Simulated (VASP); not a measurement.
# Ge (Pm-3n) in VASP: a series of runs

Ge is run at these levels: r2SCAN; tasks: single point.

All numbers are computed with VASP 6.6.1; they aren't measurements. Logs are shortened: lines on timing, memory, paths and dates and some standing lists are left out, and cuts for length are marked.

## Step 1: The cell of the first run

It takes space group Pm-3n (No. 223, cubic). Conventional cell: a = 5.376 Å, b = 5.376 Å, c = 5.376 Å, α = 90.00°, β = 90.00°, γ = 90.00°. Within 4.0 Å of Ge (site symmetry m-3) lie 12 Ge at 3.01 Å. Within 3.5 Å of Ge (site symmetry -4m2) lie 14 Ge at 2.69 to 3.29 Å.

## Step 2: Single point, r2SCAN

Contents of POSCAR:

```
Ge
1.0
    5.3762007822      0.0000000000      0.0000000000
    0.0000000000      5.3762007822      0.0000000000
    0.0000000000      0.0000000000      5.3762007822
Ge
8
Direct
    1.0000000000      0.0000000000      1.0000000000
    0.5000000000      0.5000000000      0.5000000000
    0.2500000000      1.0000000000      0.5000000000
    0.7500000000      1.0000000000      0.5000000000
    0.5000000000      0.2500000000      1.0000000000
    0.5000000000      0.7500000000      1.0000000000
    0.0000000000      0.5000000000      0.2500000000
    0.0000000000      0.5000000000      0.7500000000
```

Contents of INCAR.step1:

```
SYSTEM = Ge
PREC = Accurate
ENCUT = 520
ISMEAR = -1
SIGMA = 0.1
LREAL = .FALSE.
LASPH = .TRUE.
NELM = 100
NBANDS = 66
GGA = PE
ALGO = Normal
EDIFF = 1E-4
LWAVE = .TRUE.
LCHARG = .FALSE.
```

Contents of INCAR.step2:

```
SYSTEM = Ge
PREC = Accurate
ENCUT = 520
EDIFF = 1E-6
ISMEAR = -1
SIGMA = 0.1
LREAL = .FALSE.
LASPH = .TRUE.
NELM = 100
ALGO = Normal
ISIF = 2
LWAVE = .FALSE.
LCHARG = .FALSE.
METAGGA = R2SCAN
LMIXTAU = .TRUE.
NBANDS = 66
ISTART = 1
```

Contents of KPOINTS:

```
Automatic mesh
0
G
  5 5 5
  0 0 0
```

Potentials or basis: VASP PAW PBE potentials, release 64 (Ge_d).

On the command line:

```sh
cat potpaw_PBE.64/Ge_d/POTCAR > POTCAR
cp INCAR.step1 INCAR
mpirun -np 1 vasp_std > vasp.out
cp INCAR.step2 INCAR
mpirun -np 1 vasp_std > vasp.out
```

OUTCAR:

```text
SYSTEM = Ge
   PREC = Accurate
   ENCUT = 520
   EDIFF = 1E-6
   ISMEAR = -1
   LREAL = .FALSE.
   LASPH = .TRUE.
   NELM = 100
   ISIF = 2
   METAGGA = R2SCAN
   ISTART = 1

 ion  position               nearest neighbor table
   1  0.000  0.000  0.000-
   2  0.500  0.500  0.500-
   3  0.250  0.000  0.500-   4 2.69   4 2.69
   4  0.750  0.000  0.500-   3 2.69   3 2.69
   5  0.500  0.250  0.000-   6 2.69   6 2.69
   6  0.500  0.750  0.000-   5 2.69   5 2.69
   7  0.000  0.500  0.250-   8 2.69   8 2.69
   8  0.000  0.500  0.750-   7 2.69   7 2.69

  LATTYP: Found a simple cubic cell.
 ALAT       =     5.3762007822

  Lattice vectors:

 A1 = (   5.3762007822,   0.0000000000,   0.0000000000)
 A2 = (   0.0000000000,   5.3762007822,   0.0000000000)
 A3 = (   0.0000000000,   0.0000000000,   5.3762007822)

Analysis of symmetry for initial positions (statically):
=====================================================================
 Subroutine PRICEL returns:
 Original cell was already a primitive cell.

 Routine SETGRP: Setting up the symmetry group for a
 simple cubic supercell.

 Subroutine GETGRP returns: Found 48 space group operations
 (whereof 24 operations were pure point group operations)
 out of a pool of 48 trial point group operations.

The static configuration has the point symmetry T_h .
 The point group associated with its full space group is O_h .

Analysis of symmetry for dynamics (positions and initial velocities):
=====================================================================
 Subroutine PRICEL returns:
 Original cell was already a primitive cell.

 Routine SETGRP: Setting up the symmetry group for a
 simple cubic supercell.

 Subroutine GETGRP returns: Found 48 space group operations
 (whereof 24 operations were pure point group operations)
 out of a pool of 48 trial point group operations.

The dynamic configuration has the point symmetry T_h .
 The point group associated with its full space group is O_h .

 Subroutine INISYM returns: Found 48 space group operations
 (whereof 24 operations are pure point group operations),
 and found     1 'primitive' translations

----------------------------------------------------------------------------------------

                                     Primitive cell

  volume of cell :     155.3912

  direct lattice vectors                    reciprocal lattice vectors
     5.376200782  0.000000000  0.000000000     0.186004958  0.000000000  0.000000000
     0.000000000  5.376200782  0.000000000     0.000000000  0.186004958  0.000000000
     0.000000000  0.000000000  5.376200782     0.000000000  0.000000000  0.186004958

  length of vectors
     5.376200782  5.376200782  5.376200782     0.186004958  0.186004958  0.186004958

  position of ions in fractional coordinates (direct lattice)
     0.000000000  0.000000000  0.000000000
     0.500000000  0.500000000  0.500000000
     0.250000000  0.000000000  0.500000000
     0.750000000  0.000000000  0.500000000
     0.500000000  0.250000000  0.000000000
     0.500000000  0.750000000  0.000000000
     0.000000000  0.500000000  0.250000000
     0.000000000  0.500000000  0.750000000

  ion indices of the primitive-cell ions
   primitive index   ion index
                 1           1
                 2           2
                 3           3
                 4           4
                 5           5
                 6           6
                 7           7
                 8           8

----------------------------------------------------------------------------------------

 KPOINTS: Automatic mesh

Automatic generation of k-mesh.
 Grid dimensions read from file:
 generate k-points for:    5    5    5

 Generating k-lattice:

  Cartesian coordinates                     Fractional coordinates (reciprocal lattice)
     0.037200992  0.000000000  0.000000000     0.200000000  0.000000000  0.000000000
     0.000000000  0.037200992  0.000000000     0.000000000  0.200000000  0.000000000
     0.000000000  0.000000000  0.037200992     0.000000000  0.000000000  0.200000000

  Length of vectors
     0.037200992  0.037200992  0.037200992

  Shift w.r.t. Gamma in fractional coordinates (k-lattice)
     0.000000000  0.000000000  0.000000000

 Subroutine IBZKPT returns following result:
 ===========================================

 Found     10 irreducible k-points:

 Following reciprocal coordinates:
            Coordinates               Weight
  0.000000  0.000000  0.000000      1.000000
  0.200000  0.000000  0.000000      6.000000
  0.400000  0.000000  0.000000      6.000000
  0.200000  0.200000  0.000000     12.000000
  0.400000  0.200000  0.000000     24.000000
  0.400000  0.400000  0.000000     12.000000
  0.200000  0.200000  0.200000      8.000000
  0.400000  0.200000  0.200000     24.000000
  0.400000  0.400000  0.200000     24.000000
  0.400000  0.400000  0.400000      8.000000
   k-points           NKPTS =     10   k-points in BZ     NKDIM =     10   number of bands    NBANDS=     66
   number of dos      NEDOS =    301   number of ions     NIONS =      8
   total plane-waves  NPLWV =  64000
   dimension x,y,z NGX =    40 NGY =   40 NGZ =   40
   dimension x,y,z NGXF=    80 NGYF=   80 NGZF=   80
   ions per type =               8
   NGX,Y,Z   is equivalent  to a cutoff of  12.37, 12.37, 12.37 a.u.
   NGXF,Y,Z  is equivalent  to a cutoff of  24.74, 24.74, 24.74 a.u.
 SYSTEM =  Ge
   PREC   = accura    normal or accurate (medium, high low for compatibility)
   ISTART =      1    job   : 0-new  1-cont  2-samecut
   ICHARG =      0    charge: 1-file 2-atom 10-const
   ISPIN  =      1    spin polarized calculation?
   LNONCOLLINEAR =      F non collinear calculations
   LSORBIT =      F    spin-orbit coupling
   LASPH  =      T    aspherical Exc in radial PAW
   ENCUT  =  520.0 eV  38.22 Ry    6.18 a.u.  10.00 10.00 10.00*2*pi/ulx,y,z
   NELM   =    100;   NELMIN=  2; NELMDL=  0     # of ELM steps
   EDIFF  = 0.1E-05   stopping-criterion for ELM
   LREAL  =      F    real-space projection
   EDIFFG = 0.1E-04   stopping-criterion for IOM
   NSW    =      0    number of steps for IOM
   IBRION =     -1    ionic relax: 0-MD 1-quasi-New 2-CG
   NFREE  =      0    steps in history (QN), initial steepest desc. (CG)
   ISIF   =      2    stress and relaxation
   ISYM   =      2    0-nonsym 1-usesym 2-fastsym
   POTIM  = 0.5000    time-step for ionic-motion
   TEBEG  =    0.0;   TEEND  =   0.0 temperature during run
   PSTRESS=    0.0 pullay stress
   NELECT =     112.0000    total number of electrons
   NUPDOWN=      -1.0000    fix difference up-down
   EMIN   =  10.00;   EMAX   =-10.00  energy-range for DOS
   EFERMI =   0.00;   METHOD = LEGACY
   ISMEAR =    -1;   SIGMA  =   0.10  broadening in eV -4-tet -1-fermi 0-gaus
   EFERMI_NEDOS =   21; number of points for ismear=-14 and -15
   IALGO  =     38    algorithm
   IMIX   =      4    mixing-type and parameters
     AMIX     =   0.40;   BMIX     =  1.00
     AMIX_MAG =   1.60;   BMIX_MAG =  1.00
  volume/ion in A,a.u.               =      19.42       131.08
  Fermi-wavevector in a.u.,A,eV,Ry     =   1.467817  2.773773 29.313587  2.154488
  Thomas-Fermi vector in A             =   2.583390
   LORBIT       =      0    0 simple, 1 ext, 2 COOP (PROOUT), +10 PAW based schemes
   METAGGA = R2SCAN    functional components
   LHFCALC =     F    Hartree Fock is set to
   AEXX    =    0.0000 exact exchange contribution
   IVDW    =     0    specifies the selected vdW correction
   LEPSILON=     F    determine dielectric tensor
   LRPA    =     F    only Hartree local field effects (RPA)
 non-spin polarized calculation
  energy-cutoff  :      520.00
  volume of cell :      155.39
 maximum number of plane-waves:      4212
 NGX is ok and might be reduce to    40
   NGX = 19   NGY = 19   NGZ = 19

 number of electron     111.9999711 magnetization

 Free energy of the ion-electron system (eV)
  ---------------------------------------------------
  ext. energy  EPLUGINS =         0.00000000
  ---------------------------------------------------
  free energy    TOTEN  =      -106.07762042 eV

  energy without entropy =     -105.93168398  energy(sigma->0) =     -106.00465220

 E-fermi :   6.3849     XC(G=0): -12.2775

 val. band max:        6.3252629475   @ k =   0.4000   0.4000   0.2000
 cond. band min:       6.4147113362   @ k =   0.4000   0.2000   0.2000
 fundamental gap:      0.0894483887
 Fermi energy:         6.3848517656

 k-point     1 :       0.0000    0.0000    0.0000
  band No.  band energies     occupation
      1     -19.2056      2.00000
      2     -19.2007      2.00000
      3     -19.2007      2.00000
      4     -19.1368      2.00000
      5     -19.1368      2.00000
      6     -19.1368      2.00000
[... 58 lines left out ...]
     65       9.9515      0.00000
     66       9.9515      0.00000

 k-point     2 :       0.2000    0.0000    0.0000
  band No.  band energies     occupation
      1     -19.2037      2.00000
      2     -19.2008      2.00000
      3     -19.1797      2.00000
      4     -19.1398      2.00000
      5     -19.1325      2.00000
      6     -19.1325      2.00000
[... 58 lines left out ...]
     65      10.7916      0.00000
     66      11.6456      0.00000

 k-point     3 :       0.4000    0.0000    0.0000
  band No.  band energies     occupation
      1     -19.2024      2.00000
      2     -19.2014      2.00000
      3     -19.1400      2.00000
      4     -19.1328      2.00000
      5     -19.1264      2.00000
      6     -19.1264      2.00000
[... 58 lines left out ...]
     65      10.9026      0.00000
     66      11.5216      0.00000

 k-point     4 :       0.2000    0.2000    0.0000
  band No.  band energies     occupation
      1     -19.2022      2.00000
      2     -19.1812      2.00000
      3     -19.1783      2.00000
      4     -19.1357      2.00000
      5     -19.1357      2.00000
      6     -19.1273      2.00000
[... 58 lines left out ...]
     65      10.7320      0.00000
     66      10.7385      0.00000

 k-point     5 :       0.4000    0.2000    0.0000
  band No.  band energies     occupation
      1     -19.2018      2.00000
      2     -19.1797      2.00000
      3     -19.1373      2.00000
      4     -19.1313      2.00000
      5     -19.1287      2.00000
      6     -19.1198      2.00000
[... 58 lines left out ...]
     65      10.6848      0.00000
     66      11.3040      0.00000

 k-point     6 :       0.4000    0.4000    0.0000
  band No.  band energies     occupation
      1     -19.2015      2.00000
      2     -19.1367      2.00000
      3     -19.1365      2.00000
      4     -19.1270      2.00000
      5     -19.1201      2.00000
      6     -19.1175      2.00000
[... 58 lines left out ...]
     65      10.3753      0.00000
     66      10.6957      0.00000

 k-point     7 :       0.2000    0.2000    0.2000
  band No.  band energies     occupation
      1     -19.1823      2.00000
      2     -19.1785      2.00000
      3     -19.1785      2.00000
      4     -19.1311      2.00000
      5     -19.1302      2.00000
      6     -19.1302      2.00000
[... 58 lines left out ...]
     65      10.8954      0.00000
     66      10.8954      0.00000

 k-point     8 :       0.4000    0.2000    0.2000
  band No.  band energies     occupation
      1     -19.1801      2.00000
      2     -19.1791      2.00000
      3     -19.1316      2.00000
      4     -19.1285      2.00000
      5     -19.1248      2.00000
      6     -19.1241      2.00000
[... 58 lines left out ...]
     65      10.5685      0.00000
     66      11.4229      0.00000

 k-point     9 :       0.4000    0.4000    0.2000
  band No.  band energies     occupation
      1     -19.1794      2.00000
      2     -19.1299      2.00000
      3     -19.1299      2.00000
      4     -19.1258      2.00000
      5     -19.1204      2.00000
      6     -19.1172      2.00000
[... 58 lines left out ...]
     65      10.3212      0.00000
     66      10.4169      0.00000

 k-point    10 :       0.4000    0.4000    0.4000
  band No.  band energies     occupation
      1     -19.1250      2.00000
      2     -19.1239      2.00000
      3     -19.1239      2.00000
      4     -19.1194      2.00000
      5     -19.1172      2.00000
      6     -19.1167      2.00000
[... 58 lines left out ...]
     65       9.6583      0.00000
     66       9.6652      0.00000

------------------------ aborting loop because EDIFF is reached ----------------------------------------

  FORCE on cell =-STRESS in cart. coord.  units (eV):
  Direction    XX          YY          ZZ          XY          YZ          ZX
  --------------------------------------------------------------------------------------
  -------------------------------------------------------------------------------------
  Total       -0.1329888     -0.1329888     -0.1329888     -0.0000000      0.0000000      0.0000000
  in kB       -1.3711948     -1.3711948     -1.3711948     -0.0000000      0.0000000      0.0000000
  external PRESSURE =      -1.3711948 kB  Pullay stress =       0.0000000 kB

 VOLUME and BASIS-vectors are now :
 -----------------------------------------------------------------------------
  energy-cutoff  :      520.00
  volume of cell :      155.39
      direct lattice vectors                 reciprocal lattice vectors
     5.376200782  0.000000000  0.000000000     0.186004958  0.000000000  0.000000000
     0.000000000  5.376200782  0.000000000     0.000000000  0.186004958  0.000000000
     0.000000000  0.000000000  5.376200782     0.000000000  0.000000000  0.186004958

 POSITION                                       TOTAL-FORCE (eV/Angst)
 -----------------------------------------------------------------------------------
      0.00000      0.00000      0.00000        -0.000000     -0.000000      0.000000
      2.68810      2.68810      2.68810        -0.000000     -0.000000      0.000000
      1.34405      0.00000      2.68810        -0.000000      0.000000      0.000000
      4.03215      0.00000      2.68810         0.000000     -0.000000     -0.000000
      2.68810      1.34405      0.00000        -0.000000      0.000000      0.000000
      2.68810      4.03215      0.00000         0.000000     -0.000000     -0.000000
      0.00000      2.68810      1.34405         0.000000      0.000000      0.000000
      0.00000      2.68810      4.03215         0.000000     -0.000000      0.000000
 -----------------------------------------------------------------------------------
    total drift:                               -0.000000     -0.000000     -0.000000

  FREE ENERGIE OF THE ION-ELECTRON SYSTEM (eV)
  ---------------------------------------------------
  free  energy   TOTEN  =      -106.0776204224 eV

  energy  without entropy=     -105.9316839755  energy(sigma->0) =     -106.00465220
```

Run time: 5.5 min. Hardware: 1 thread of Intel Xeon Platinum 8259CL at 2.50GHz (Skylake/Cascade Lake), shared host; peak memory 0.29 GiB.

What came out:

- Free energy: -106.0776 eV
- Pressure: -0.1 GPa
- Band gap on the k mesh: zero (bands 56 and 57 overlap by 1.88 eV)

Caveat: the PAW data sets were made with another functional, which shifts forces and pressure a little.

[end of part 1 of 2]

The gap in the log of VASP goes by the Fermi energy; the results here count the filled bands.